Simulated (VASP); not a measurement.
# AlCu3 (Pmmn) in VASP: a series of runs

AlCu3 is run at these levels: PBEsol; tasks: relaxation of cell and atoms.

Everything below comes from runs of VASP 6.6.1. Logs are shortened: lines on timing, memory, paths and dates and some standing lists are left out, and cuts for length are marked.

## (1) The cell of the first run

Symmetry: Pmmn, No. 59, orthorhombic system. Conventional cell: a = 3.981 Å, b = 4.872 Å, c = 4.262 Å, α = 90.00°, β = 90.00°, γ = 90.00°. Within 3.2 Å of Al (site symmetry mm2) lie 12 Cu at 2.44 to 2.46 Å. Cu (site symmetry mm2) has 4 Al at 2.44 Å and 8 Cu at 2.44 to 2.47 Å within 3.2 Å. Cu (site symmetry m) has 8 Cu at 2.43 to 2.47 Å and 4 Al at 2.44 to 2.46 Å within 3.2 Å.

## (2) Relaxation of cell and atoms, PBEsol, target pressure 30 GPa, at which the enthalpy is minimised

Contents of INCAR:

```
SYSTEM = AlCu3
ALGO = Fast ; EDIFF = 1E-7
EDIFFG = -0.008 ; ENCUT = 600
GGA = PS ; IBRION = 2
ISIF = 3 ; ISMEAR = 0
LASPH = .True. ; LCHARG = .False.
LREAL = .False. ; LWAVE = .False.
NELM = 100 ; NSW = 70
PREC = Accurate ; PSTRESS = 300.0
SIGMA = 0.1
```

Contents of KPOINTS:

```
k-points
0
Gamma
  10 8 8
  0 0 0
```

Contents of POSCAR:

```
AlCu3
1.0
    3.9812487362      0.0000000000      0.0000000000
    0.0000000000      4.8722090111      0.0000000000
    0.0000000000      0.0000000000      4.2618444888
Al Cu
2 6
Direct
    0.0000000000      0.0000000000      0.6638041459
    0.5000000000      0.5000000000      0.3361958541
    0.0000000000      0.5000000000      0.6672544052
    0.5000000000      0.0000000000      0.3327455948
    0.0000000000      0.2509066340      0.1636718407
    0.0000000000      0.7490933660      0.1636718407
    0.5000000000      0.2490933660      0.8363281593
    0.5000000000      0.7509066340      0.8363281593
```

Potentials or basis: VASP PAW PBE potentials, release 64 (Al, Cu).

On the command line:

```bash
> cat potpaw_PBE.64/Al/POTCAR potpaw_PBE.64/Cu/POTCAR > POTCAR
> mpirun -np 1 vasp_std > vasp.out
```

OUTCAR:

```text
SYSTEM = AlCu3
   EDIFF = 1E-7
   EDIFFG = -0.008
   ENCUT = 600
   GGA = PS
   IBRION = 2
   ISIF = 3
   ISMEAR = 0
   LASPH = .True.
   LREAL = .False.
   NELM = 100
   NSW = 70
   PREC = Accurate
   PSTRESS = 300.0

 ion  position               nearest neighbor table
   1  0.000  0.000  0.664-   3 2.44   3 2.44   4 2.44   4 2.44   7 2.44   8 2.44   7 2.44   8 2.44
                             5 2.46   6 2.46   5 2.46   6 2.46
   2  0.500  0.500  0.336-   4 2.44   4 2.44   3 2.44   3 2.44   5 2.44   6 2.44   5 2.44   6 2.44
                             7 2.46   8 2.46   7 2.46   8 2.46
   3  0.000  0.500  0.667-   1 2.44   1 2.44   6 2.44   5 2.44   2 2.44   2 2.44   7 2.44   8 2.44
                             7 2.44   8 2.44   5 2.47   6 2.47
   4  0.500  0.000  0.333-   2 2.44   2 2.44   8 2.44   7 2.44   1 2.44   1 2.44   5 2.44   6 2.44
                             5 2.44   6 2.44   7 2.47   8 2.47
   5  0.000  0.251  0.164-   6 2.43   7 2.43   7 2.43   3 2.44   2 2.44   2 2.44   4 2.44   4 2.44
                             6 2.44   1 2.46   1 2.46   3 2.47
   6  0.000  0.749  0.164-   5 2.43   8 2.43   8 2.43   3 2.44   2 2.44   2 2.44   4 2.44   4 2.44
                             5 2.44   1 2.46   1 2.46   3 2.47
   7  0.500  0.249  0.836-   8 2.43   5 2.43   5 2.43   4 2.44   1 2.44   1 2.44   3 2.44   3 2.44
                             8 2.44   2 2.46   2 2.46   4 2.47
   8  0.500  0.751  0.836-   7 2.43   6 2.43   6 2.43   4 2.44   1 2.44   1 2.44   3 2.44   3 2.44
                             7 2.44   2 2.46   2 2.46   4 2.47

  LATTYP: Found a simple orthorhombic cell.
 ALAT       =     3.9812487362
 B/A-ratio  =     1.0704793323
 C/A-ratio  =     1.2237891511

  Lattice vectors:

 A1 = (  -3.9812487362,   0.0000000000,   0.0000000000)
 A2 = (   0.0000000000,   0.0000000000,   4.2618444888)
 A3 = (   0.0000000000,   4.8722090111,   0.0000000000)

Analysis of symmetry for initial positions (statically):
=====================================================================
 Subroutine PRICEL returns:
 Original cell was already a primitive cell.

 Routine SETGRP: Setting up the symmetry group for a
 simple orthorhombic supercell.

 Subroutine GETGRP returns: Found  8 space group operations
 (whereof  4 operations were pure point group operations)
 out of a pool of  8 trial point group operations.

The static configuration has the point symmetry C_2v.
 The point group associated with its full space group is D_2h.

Analysis of symmetry for dynamics (positions and initial velocities):
=====================================================================
 Subroutine PRICEL returns:
 Original cell was already a primitive cell.

 Routine SETGRP: Setting up the symmetry group for a
 simple orthorhombic supercell.

 Subroutine GETGRP returns: Found  8 space group operations
 (whereof  4 operations were pure point group operations)
 out of a pool of  8 trial point group operations.

The dynamic configuration has the point symmetry C_2v.
 The point group associated with its full space group is D_2h.

 Subroutine INISYM returns: Found  8 space group operations
 (whereof  4 operations are pure point group operations),
 and found     1 'primitive' translations

----------------------------------------------------------------------------------------

                                     Primitive cell

  volume of cell :      82.6690

  direct lattice vectors                    reciprocal lattice vectors
     3.981248736  0.000000000  0.000000000     0.251177474  0.000000000  0.000000000
     0.000000000  4.872209011  0.000000000     0.000000000  0.205245710  0.000000000
     0.000000000  0.000000000  4.261844489     0.000000000  0.000000000  0.234640190

  length of vectors
     3.981248736  4.872209011  4.261844489     0.251177474  0.205245710  0.234640190

  position of ions in fractional coordinates (direct lattice)
     0.000000000  0.000000000  0.663804146
     0.500000000  0.500000000  0.336195854
     0.000000000  0.500000000  0.667254405
     0.500000000  0.000000000  0.332745595
     0.000000000  0.250906634  0.163671841
     0.000000000  0.749093366  0.163671841
     0.500000000  0.249093366  0.836328159
     0.500000000  0.750906634  0.836328159

  ion indices of the primitive-cell ions
   primitive index   ion index
                 1           1
                 2           2
                 3           3
                 4           4
                 5           5
                 6           6
                 7           7
                 8           8

----------------------------------------------------------------------------------------

 KPOINTS: k-points

Automatic generation of k-mesh.
 Grid dimensions read from file:
 generate k-points for:   10    8    8

 Generating k-lattice:

  Cartesian coordinates                     Fractional coordinates (reciprocal lattice)
     0.025117747  0.000000000  0.000000000     0.100000000  0.000000000  0.000000000
     0.000000000  0.025655714  0.000000000     0.000000000  0.125000000  0.000000000
     0.000000000  0.000000000  0.029330024     0.000000000  0.000000000  0.125000000

  Length of vectors
     0.025117747  0.025655714  0.029330024

  Shift w.r.t. Gamma in fractional coordinates (k-lattice)
     0.000000000  0.000000000  0.000000000

 Subroutine IBZKPT returns following result:
 ===========================================

 Found    150 irreducible k-points:

 Following reciprocal coordinates:
            Coordinates               Weight
  0.000000  0.000000  0.000000      1.000000
  0.100000  0.000000  0.000000      2.000000
  0.200000  0.000000  0.000000      2.000000
  0.300000  0.000000  0.000000      2.000000
  0.400000  0.000000  0.000000      2.000000
  0.500000  0.000000  0.000000      1.000000
[... 16 lines left out ...]
  0.400000  0.375000  0.000000      4.000000
  0.500000  0.375000  0.000000      2.000000
 [... further k-points ...]
   k-points           NKPTS =    150   k-points in BZ     NKDIM =    150   number of bands    NBANDS=     43
   number of dos      NEDOS =    301   number of ions     NIONS =      8
   total plane-waves  NPLWV =  46080
   dimension x,y,z NGX =    32 NGY =   40 NGZ =   36
   dimension x,y,z NGXF=    64 NGYF=   80 NGZF=   72
   ions per type =               2   6
   NGX,Y,Z   is equivalent  to a cutoff of  13.36, 13.65, 14.04 a.u.
   NGXF,Y,Z  is equivalent  to a cutoff of  26.72, 27.30, 28.09 a.u.
 SYSTEM =  AlCu3
   PREC   = accura    normal or accurate (medium, high low for compatibility)
   ISTART =      0    job   : 0-new  1-cont  2-samecut
   ICHARG =      2    charge: 1-file 2-atom 10-const
   ISPIN  =      1    spin polarized calculation?
   LNONCOLLINEAR =      F non collinear calculations
   LSORBIT =      F    spin-orbit coupling
   LASPH  =      T    aspherical Exc in radial PAW
   ENCUT  =  600.0 eV  44.10 Ry    6.64 a.u.   7.95  9.73  8.51*2*pi/ulx,y,z
   NELM   =    100;   NELMIN=  2; NELMDL= -5     # of ELM steps
   EDIFF  = 0.1E-06   stopping-criterion for ELM
   LREAL  =      F    real-space projection
   EDIFFG = -.8E-02   stopping-criterion for IOM
   NSW    =     70    number of steps for IOM
   IBRION =      2    ionic relax: 0-MD 1-quasi-New 2-CG
   NFREE  =      1    steps in history (QN), initial steepest desc. (CG)
   ISIF   =      3    stress and relaxation
   ISYM   =      2    0-nonsym 1-usesym 2-fastsym
   POTIM  = 0.5000    time-step for ionic-motion
   TEBEG  =    0.0;   TEEND  =   0.0 temperature during run
   PSTRESS=  300.0 pullay stress
   NELECT =      72.0000    total number of electrons
   NUPDOWN=      -1.0000    fix difference up-down
   EMIN   =  10.00;   EMAX   =-10.00  energy-range for DOS
   EFERMI =   0.00;   METHOD = LEGACY
   ISMEAR =     0;   SIGMA  =   0.10  broadening in eV -4-tet -1-fermi 0-gaus
   EFERMI_NEDOS =   21; number of points for ismear=-14 and -15
   IALGO  =     68    algorithm
   IMIX   =      4    mixing-type and parameters
     AMIX     =   0.40;   BMIX     =  1.00
     AMIX_MAG =   1.60;   BMIX_MAG =  1.00
  volume/ion in A,a.u.               =      10.33        69.73
  Fermi-wavevector in a.u.,A,eV,Ry     =   1.563405  2.954406 33.255822  2.444234
  Thomas-Fermi vector in A             =   2.666181
   LORBIT       =      0    0 simple, 1 ext, 2 COOP (PROOUT), +10 PAW based schemes
   GGA     = PS    functional components
   LHFCALC =     F    Hartree Fock is set to
   AEXX    =    0.0000 exact exchange contribution
   IVDW    =     0    specifies the selected vdW correction
   LEPSILON=     F    determine dielectric tensor
   LRPA    =     F    only Hartree local field effects (RPA)
 conjugate gradient relaxation of ions
 non-spin polarized calculation
 RMM-DIIS sequential band-by-band and
 Gauss-broadening in eV      SIGMA  =   0.10
  energy-cutoff  :      600.00
  volume of cell :       82.67
 maximum number of plane-waves:      2788
 NGX is ok and might be reduce to    32
   NGX = 15   NGY = 19   NGZ = 17

--------------------------------------- Ionic step        1  -------------------------------------------

 number of electron      72.0000027 magnetization

 Free energy of the ion-electron system (eV)
  ---------------------------------------------------
  ext. energy  EPLUGINS =         0.00000000
  ---------------------------------------------------
  free energy    TOTEN  =       -34.50751326 eV

  energy without entropy =      -34.49637620  energy(sigma->0) =      -34.50194473

------------------------ aborting loop because EDIFF is reached ----------------------------------------

  FORCE on cell =-STRESS in cart. coord.  units (eV):
  Direction    XX          YY          ZZ          XY          YZ          ZX
  --------------------------------------------------------------------------------------
  -------------------------------------------------------------------------------------
  Total       16.4132579     16.5190399     16.2686877      0.0000000      0.0000000      0.0000000
  in kB      318.0991833    320.1493053    315.2973229      0.0000000      0.0000000      0.0000000
  external PRESSURE =      17.8486038 kB  Pullay stress =     300.0000000 kB
[... 249 lines left out ...]
  enthalpy is  TOTEN    =       -19.0310614753 eV   P V=       15.5785985109

--------------------------------------- Ionic step        7  -------------------------------------------

 number of electron      72.0000027 magnetization

 Free energy of the ion-electron system (eV)
  ---------------------------------------------------
  ext. energy  EPLUGINS =         0.00000000
  ---------------------------------------------------
  free energy    TOTEN  =       -34.60886489 eV

  energy without entropy =      -34.59778037  energy(sigma->0) =      -34.60332263

 E-fermi :  10.5442     XC(G=0): -13.2768

 val. band max:       10.5317275782   @ k =   0.4000   0.0000   0.0000
 cond. band min:      10.5485500019   @ k =   0.2000   0.5000   0.5000
 fundamental gap:      0.0168224237
 Fermi energy:        10.5441545039

 k-point     1 :       0.0000    0.0000    0.0000
  band No.  band energies     occupation
      1      -1.3044      2.00000
      2       3.3852      2.00000
      3       3.8220      2.00000
      4       4.5062      2.00000
      5       4.8357      2.00000
      6       4.9032      2.00000
[... 1093 lines left out ...]
     42      14.0816      0.00000
     43      16.0484      0.00000

 [... further k-points ...]

------------------------ aborting loop because EDIFF is reached ----------------------------------------

  FORCE on cell =-STRESS in cart. coord.  units (eV):
  Direction    XX          YY          ZZ          XY          YZ          ZX
  --------------------------------------------------------------------------------------
  -------------------------------------------------------------------------------------
  Total       15.5689061     15.5760571     15.5443688      0.0000000      0.0000000      0.0000000
  in kB      299.8301545    299.9678714    299.3576086      0.0000000      0.0000000      0.0000000
  external PRESSURE =      -0.2814552 kB  Pullay stress =     300.0000000 kB
[... 23 lines left out ...]
  FREE ENERGIE OF THE ION-ELECTRON SYSTEM (eV)
  ---------------------------------------------------
  free  energy   TOTEN  =       -34.6088648948 eV

  energy  without entropy=      -34.5977803740  energy(sigma->0) =      -34.60332263

  enthalpy is  TOTEN    =       -19.0311394458 eV   P V=       15.5777254490

 reached required accuracy - stopping structural energy minimisation
```

It took 89 min on 1 thread of Oxide Virtual Turin-like, shared host; peak memory 0.54 GiB.

What came out:

- Free energy: -34.6089 eV
- Relaxed volume: 10.40 Å³/atom
- Relaxed cell: a = 3.990 Å, b = 4.886 Å, c = 4.267 Å, α = 90.00°, β = 90.00°, γ = 90.00°
- Space group after relaxing (to 0.1 Å): Pmmn (No. 59)
- Energy change on relaxing (the run minimises the enthalpy): -12.7 meV/atom
- Ionic steps: 7
- Pressure after relaxing: 30.0 GPa
- Largest force after relaxing: 0.005 eV/Å
- Band gap on the k mesh: zero (bands 36 and 37 overlap by 4.43 eV)

Forces on the atoms (eV/Å):
```
Al   0.000  0.000  0.005
Al   0.000  0.000 -0.005
Cu   0.000  0.000 -0.002
Cu   0.000  0.000  0.002
Cu   0.000 -0.003  0.001
Cu   0.000  0.003  0.001
Cu   0.000  0.003 -0.001
Cu   0.000 -0.003 -0.001
```

The path:
```csv
step,energy change (eV),largest force (eV/Å),pressure (GPa),volume (Å³)
1,0.0000,0.0253,31.78,82.67
2,-0.2545,0.0095,28.03,84.05
3,-0.0848,0.0152,30.27,83.11
4,-0.1079,0.0121,29.83,83.23
5,-0.1002,0.0139,30.01,83.19
6,-0.1021,0.0124,29.91,83.20
7,-0.1014,0.0049,29.97,83.19
```

Final structure:
```
Al Cu
1.0
     3.98997    0.00000    0.00000
     0.00000    4.88609    0.00000
     0.00000    0.00000    4.26739
Al Cu
2 6
Direct
  0.00000 0.00000 0.66367
  0.50000 0.50000 0.33633
  0.00000 0.50000 0.66701
  0.50000 0.00000 0.33299
  0.00000 0.25074 0.16375
  0.00000 0.74926 0.16375
  0.50000 0.24926 0.83625
  0.50000 0.75074 0.83625
```

Levels at points of the mesh, in eV from the Fermi level:
```tsv
k point	band 34	band 35	band 36	band 37	band 38	band 39
(0.00, 0.00, 0.00)	-1.86	-1.29	-0.26	2.18	3.69	3.94
(0.50, 0.00, 0.00)	-1.53	-0.89	-0.89	-0.59	-0.59	3.13
(0.00, 0.50, 0.00)	-0.32	0.26	0.26	1.01	1.01	2.68
(0.50, 0.50, 0.00)	-2.58	0.89	0.89	1.24	1.24	3.57
(0.00, 0.00, 0.50)	-1.44	-0.47	0.14	0.53	1.17	2.29
(0.50, 0.00, 0.50)	-2.52	-1.49	-1.49	-1.17	-1.17	3.09
(0.00, 0.50, 0.50)	-2.52	2.24	2.24	2.79	2.79	2.89
(0.50, 0.50, 0.50)	-2.54	-2.20	-2.20	-2.08	-2.08	7.37
```

Caveat: the cell is relaxed towards a set pressure, so the run minimises the enthalpy, not the energy; the PAW data sets were made with another functional, which shifts forces and pressure a little.

(Part 1 of 2 ends here.)
